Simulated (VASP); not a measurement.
# Al2Pt in VASP: further runs

The runs below take Al2Pt through single point, with r2SCAN.

All numbers are computed with VASP 6.6.1; they aren't measurements. Logs are shortened: lines on timing, memory, paths and dates and some standing lists are left out, and cuts for length are marked.

## (1) The cell of the first run

The cell holds a slab with vacuum, 6 atoms: a = 4.175 Å, b = 5.904 Å, c = 18.087 Å, α = 90.00°, β = 90.00°, γ = 90.00°.

## (2) Single point, r2SCAN

Contents of POSCAR:

```
Al2Pt
1.0
    4.1745129724      0.0000000000      0.0000000000
    0.0000000000      5.9036528618      0.0000000000
    0.0000000000      0.0000000000     18.0873000000
Pt Al
2 4
Direct
    0.0000000000      0.1250000000      0.4423004958
    0.5000000000      0.6250000000      0.5576995042
    0.5000000000      0.8750000000      0.4423004958
    0.5000000000      0.3750000000      0.4423004958
    0.0000000000      0.3750000000      0.5576995042
    0.0000000000      0.8750000000      0.5576995042
```

Contents of INCAR.step1:

```
  PREC = Accurate
  ENCUT = 520
  ISMEAR = -1
  SIGMA = 0.05
  LREAL = False
  LASPH = True
  NELM = 60
  LDIPOL = True
  IDIPOL = 3
  DIPOL = 0.5 0.5 0.500
  NBANDS = 25
  GGA = PE
  ALGO = Normal
  EDIFF = 1E-4
  LWAVE = True
  LCHARG = False
```

Contents of INCAR.step2:

```
  PREC = Accurate
  ENCUT = 520
  EDIFF = 1E-7
  ISMEAR = -1
  SIGMA = 0.05
  LREAL = False
  LASPH = True
  NELM = 60
  ALGO = Normal
  ISIF = 2
  LWAVE = False
  LCHARG = True
  LDIPOL = True
  IDIPOL = 3
  DIPOL = 0.5 0.5 0.500
  METAGGA = R2SCAN
  LMIXTAU = True
  LELF = True
  LVHAR = True
  LVACPOTAV = True
  NBANDS = 25
  ISTART = 1
```

Contents of KPOINTS:

```
Automatic mesh
0
Gamma
  9 6 1
```

Potentials or basis: VASP PAW PBE potentials, release 64 (Pt, Al).

On the command line:

```console
cat potpaw_PBE.64/Pt/POTCAR potpaw_PBE.64/Al/POTCAR > POTCAR
cp INCAR.step1 INCAR
mpirun -np 1 vasp_std > vasp.out
cp INCAR.step2 INCAR
mpirun -np 1 vasp_std > vasp.out
```

OUTCAR:

```text
PREC = Accurate
   ENCUT = 520
   EDIFF = 1E-7
   ISMEAR = -1
   LREAL = False
   LASPH = True
   NELM = 60
   ISIF = 2
   METAGGA = R2SCAN
   ISTART = 1

 ion  position               nearest neighbor table
   1  0.000  0.125  0.442-   5 2.56   6 2.56   3 2.56   4 2.56   3 2.56   4 2.56
   2  0.500  0.625  0.558-   3 2.56   4 2.56   5 2.56   6 2.56   5 2.56   6 2.56
   3  0.500  0.875  0.442-   2 2.56   1 2.56   1 2.56   6 2.95   6 2.95   4 2.95   4 2.95
   4  0.500  0.375  0.442-   2 2.56   1 2.56   1 2.56   5 2.95   5 2.95   3 2.95   3 2.95
   5  0.000  0.375  0.558-   1 2.56   2 2.56   2 2.56   4 2.95   4 2.95   6 2.95   6 2.95
   6  0.000  0.875  0.558-   1 2.56   2 2.56   2 2.56   3 2.95   3 2.95   5 2.95   5 2.95

  LATTYP: Found a simple orthorhombic cell.
 ALAT       =     4.1745129724
 B/A-ratio  =     1.4142135624
 C/A-ratio  =     4.3327928598

  Lattice vectors:

 A1 = (   4.1745129724,   0.0000000000,   0.0000000000)
 A2 = (   0.0000000000,   5.9036528618,   0.0000000000)
 A3 = (   0.0000000000,   0.0000000000,  18.0873000000)

Analysis of symmetry for initial positions (statically):
=====================================================================
 Subroutine PRICEL returns:
 Original cell was already a primitive cell.

 Routine SETGRP: Setting up the symmetry group for a
 simple orthorhombic supercell.

 Subroutine GETGRP returns: Found  8 space group operations
 (whereof  2 operations were pure point group operations)
 out of a pool of  8 trial point group operations.

The static configuration has the point symmetry C_1h.
 The point group associated with its full space group is D_2h.

Analysis of symmetry for dynamics (positions and initial velocities):
=====================================================================
 Subroutine PRICEL returns:
 Original cell was already a primitive cell.

 Routine SETGRP: Setting up the symmetry group for a
 simple orthorhombic supercell.

 Subroutine GETGRP returns: Found  8 space group operations
 (whereof  2 operations were pure point group operations)
 out of a pool of  8 trial point group operations.

The dynamic configuration has the point symmetry C_1h.
 The point group associated with its full space group is D_2h.

 Subroutine INISYM returns: Found  8 space group operations
 (whereof  2 operations are pure point group operations),
 and found     1 'primitive' translations

----------------------------------------------------------------------------------------

                                     Primitive cell

  volume of cell :     445.7593

  direct lattice vectors                    reciprocal lattice vectors
[... 100 lines left out ...]
   PSTRESS=    0.0 pullay stress
   NELECT =      32.0000    total number of electrons
   NUPDOWN=      -1.0000    fix difference up-down
   EMIN   =  10.00;   EMAX   =-10.00  energy-range for DOS
   EFERMI =   0.00;   METHOD = LEGACY
   ISMEAR =    -1;   SIGMA  =   0.05  broadening in eV -4-tet -1-fermi 0-gaus
   EFERMI_NEDOS =   21; number of points for ismear=-14 and -15
   IALGO  =     38    algorithm
   IMIX   =      4    mixing-type and parameters
     AMIX     =   0.40;   BMIX     =  1.00
     AMIX_MAG =   1.60;   BMIX_MAG =  1.00
  volume/ion in A,a.u.               =      74.29       501.36
  Fermi-wavevector in a.u.,A,eV,Ry     =   0.680390  1.285751  6.298556  0.462931
  Thomas-Fermi vector in A             =   1.758867
   LORBIT       =      0    0 simple, 1 ext, 2 COOP (PROOUT), +10 PAW based schemes
   METAGGA = R2SCAN    functional components
   LHFCALC =     F    Hartree Fock is set to
   AEXX    =    0.0000 exact exchange contribution
   IVDW    =     0    specifies the selected vdW correction
   LEPSILON=     F    determine dielectric tensor
   LRPA    =     F    only Hartree local field effects (RPA)
 non-spin polarized calculation
  energy-cutoff  :      520.00
  volume of cell :      445.76
 maximum number of plane-waves:     12048
 NGX is ok and might be reduce to    32
   NGX = 15   NGY = 21   NGZ = 67

 dipolmoment           0.000000      0.000000      0.000000 electrons x Angstroem

 number of electron      31.9999998 magnetization

 dipolmoment           0.000000      0.000000     -0.000000 electrons x Angstroem

 Free energy of the ion-electron system (eV)
  ---------------------------------------------------
  ext. energy  EPLUGINS =         0.00000000
  ---------------------------------------------------
  free energy    TOTEN  =      -130.88337305 eV

  energy without entropy =     -130.83609503  energy(sigma->0) =     -130.85973404

 E-fermi :  -1.7302     XC(G=0):  -3.5922

 val. band max:       -1.7321754067   @ k =   0.2222   0.1667   0.0000
 cond. band min:      -1.7195310000   @ k =   0.0000   0.0000   0.0000
 fundamental gap:      0.0126444066
 Fermi energy:        -1.7302119469

 k-point     1 :       0.0000    0.0000    0.0000
  band No.  band energies     occupation
      1     -11.1172      2.00000
      2      -8.5679      2.00000
      3      -7.4081      2.00000
      4      -6.6672      2.00000
      5      -6.4585      2.00000
      6      -6.3943      2.00000
[... 549 lines left out ...]
     24       3.3533      0.00000
     25       4.0706      0.00000

------------------------ aborting loop because EDIFF is reached ----------------------------------------

  FORCE on cell =-STRESS in cart. coord.  units (eV):
  Direction    XX          YY          ZZ          XY          YZ          ZX
  --------------------------------------------------------------------------------------
  -------------------------------------------------------------------------------------
  Total       -5.3136457     -6.6299589     -2.8483489     -0.0000000      0.0000000      0.0000000
  in kB      -19.0986559    -23.8298358    -10.2377235     -0.0000000      0.0000000      0.0000000
  external PRESSURE =     -17.7220717 kB  Pullay stress =       0.0000000 kB

 VOLUME and BASIS-vectors are now :
 -----------------------------------------------------------------------------
  energy-cutoff  :      520.00
  volume of cell :      445.76
      direct lattice vectors                 reciprocal lattice vectors
     4.174512972  0.000000000  0.000000000     0.239548902  0.000000000  0.000000000
     0.000000000  5.903652862  0.000000000     0.000000000  0.169386653  0.000000000
     0.000000000  0.000000000 18.087300000     0.000000000  0.000000000  0.055287412

 POSITION                                       TOTAL-FORCE (eV/Angst)
 -----------------------------------------------------------------------------------
      0.00000      0.73796      8.00002        -0.000000      0.000000      0.630409
      2.08726      3.68978     10.08728         0.000000      0.000000     -0.630409
      2.08726      5.16570      8.00002        -0.000000      0.021964      0.363028
      2.08726      2.21387      8.00002        -0.000000     -0.021964      0.363028
      0.00000      2.21387     10.08728        -0.000000      0.021964     -0.363028
      0.00000      5.16570     10.08728        -0.000000     -0.021964     -0.363028
 -----------------------------------------------------------------------------------
    total drift:                                0.000000      0.000000     -0.000000

  FREE ENERGIE OF THE ION-ELECTRON SYSTEM (eV)
  ---------------------------------------------------
  free  energy   TOTEN  =      -130.8833730478 eV

  energy  without entropy=     -130.8360950340  energy(sigma->0) =     -130.85973404

 vacuum level on the upper side and lower side of the slab         2.995         2.995
```

OSZICAR.step1:

```text
N       E                     dE             d eps       ncg     rms          rms(c)
DAV:   1     0.178070486761E+03    0.17807E+03   -0.96664E+03  1000   0.910E+02
DAV:   2    -0.924660994214E+01   -0.18732E+03   -0.16886E+03  1497   0.156E+02
DAV:   3    -0.291522672745E+02   -0.19906E+02   -0.19081E+02  1289   0.528E+01
DAV:   4    -0.296258137541E+02   -0.47355E+00   -0.47234E+00  1262   0.960E+00
DAV:   5    -0.296465509346E+02   -0.20737E-01   -0.20732E-01  1615   0.205E+00    0.981E+00
DAV:   6    -0.284901383167E+02    0.11564E+01   -0.37686E+00  1163   0.116E+01    0.309E+00
DAV:   7    -0.282801485850E+02    0.20999E+00   -0.60246E-01  1306   0.484E+00    0.203E+00
DAV:   8    -0.282339376695E+02    0.46211E-01   -0.11631E-01  1309   0.224E+00    0.574E-01
DAV:   9    -0.282274693533E+02    0.64683E-02   -0.21010E-02  1416   0.862E-01    0.239E-01
DAV:  10    -0.282258580939E+02    0.16113E-02   -0.68739E-03  1285   0.496E-01    0.115E-01
DAV:  11    -0.282253361736E+02    0.52192E-03   -0.16195E-03  1214   0.277E-01    0.421E-02
DAV:  12    -0.282251580508E+02    0.17812E-03   -0.90148E-04  1134   0.998E-02    0.291E-02
DAV:  13    -0.282255406812E+02   -0.38263E-03   -0.15905E-04   915   0.505E-02    0.133E-02
DAV:  14    -0.282257622004E+02   -0.22152E-03   -0.50312E-05   855   0.284E-02    0.831E-03
DAV:  15    -0.282259226366E+02   -0.16044E-03   -0.56630E-05   880   0.356E-02    0.928E-03
DAV:  16    -0.282259551302E+02   -0.32494E-04   -0.19258E-05   904   0.230E-02
   1 F= -.28225955E+02 E0= -.28202389E+02  d E =-.471328E-01
```

Wall time 37 min (1 thread of Intel Xeon 8259CL, shared host); peak memory 0.67 GiB.

Results:

| Property | Result |
| --- | --- |
| Free energy | -130.8834 eV |
| Largest force | 0.630 eV/Å |
| Band gap on the k mesh | zero (bands 16 and 17 overlap by 0.86 eV) |

Forces in eV/Å, atoms in the order of the input:
```
Pt   0.000  0.000  0.630
Pt   0.000  0.000 -0.630
Al   0.000  0.022  0.363
Al   0.000 -0.022  0.363
Al   0.000  0.022 -0.363
Al   0.000 -0.022 -0.363
```

Caveat: the PAW data sets were made with another functional, which shifts forces and pressure a little; spin-orbit coupling is left out, which moves the levels of the heavy elements.

## (3) Single point, r2SCAN

Contents of POSCAR:

```
Al2Pt
1.0
    4.1745129724      0.0000000000      0.0000000000
    0.0000000000      5.9036528618      0.0000000000
    0.0000000000      0.0000000000     18.0873000000
Pt Al
2 4
Direct
    0.0000000000      0.1250000000      0.4502358686
    0.5000000000      0.6250000000      0.5497656630
    0.5000000000      0.8906672823      0.4463548768
    0.5000000000      0.3593327177      0.4463548768
    0.0000000000      0.3906724025      0.5536443574
    0.0000000000      0.8593275975      0.5536443574
```

Contents of INCAR.step1:

```
SYSTEM = Al2Pt
PREC = Accurate
ENCUT = 520
ISMEAR = -1
SIGMA = 0.05
LREAL = .FALSE.
LASPH = .TRUE.
NELM = 60
LDIPOL = .TRUE.
IDIPOL = 3
DIPOL = 0.5 0.5 0.500
NBANDS = 25
GGA = PE
ALGO = Normal
EDIFF = 1E-4
LWAVE = .TRUE.
LCHARG = .FALSE.
```

Contents of INCAR.step2:

```
SYSTEM = Al2Pt
PREC = Accurate
ENCUT = 520
EDIFF = 1E-6
ISMEAR = -1
SIGMA = 0.05
LREAL = .FALSE.
LASPH = .TRUE.
NELM = 60
ALGO = Normal
ISIF = 2
LWAVE = .FALSE.
LCHARG = .FALSE.
LDIPOL = .TRUE.
IDIPOL = 3
DIPOL = 0.5 0.5 0.500
METAGGA = R2SCAN
LMIXTAU = .TRUE.
NBANDS = 25
ISTART = 1
```

Contents of KPOINTS:

```
regular mesh
0
G
  9 6 1
  0 0 0
```

Potentials or basis: VASP PAW PBE potentials, release 64 (Pt, Al).

On the command line:

```console
cat potpaw_PBE.64/Pt/POTCAR potpaw_PBE.64/Al/POTCAR > POTCAR
cp INCAR.step1 INCAR
mpirun -np 1 vasp_std > vasp.out
cp INCAR.step2 INCAR
mpirun -np 1 vasp_std > vasp.out
```

It took 30 min on 1 thread of Intel Xeon 8259CL, shared host; peak memory 0.67 GiB.

Results (log left out):

| Property | Result |
| --- | --- |
| Free energy | -131.0331 eV |
| Largest force | 0.020 eV/Å |
| Band gap on the k mesh | zero (bands 16 and 17 overlap by 0.94 eV) |

Forces on the atoms (eV/Å):
```
Pt   0.000  0.000 -0.002
Pt   0.000  0.000  0.002
Al   0.000  0.003  0.020
Al   0.000 -0.003  0.020
Al   0.000  0.003 -0.020
Al   0.000 -0.003 -0.020
```

Levels at points of the mesh, in eV from the Fermi level:
```
           k point  band 14  band 15  band 16  band 17  band 18  band 19
(0.00, 0.00, 0.00)    -1.76    -0.57    -0.39     0.16     1.10     3.17
(0.00, 0.50, 0.00)    -2.31     0.80     0.80     1.07     1.07     2.15
```

Caveat: the PAW data sets were made with another functional, which shifts forces and pressure a little; spin-orbit coupling is left out, which moves the levels of the heavy elements.

The gap in the log of VASP goes by the Fermi energy; the results here count the filled bands.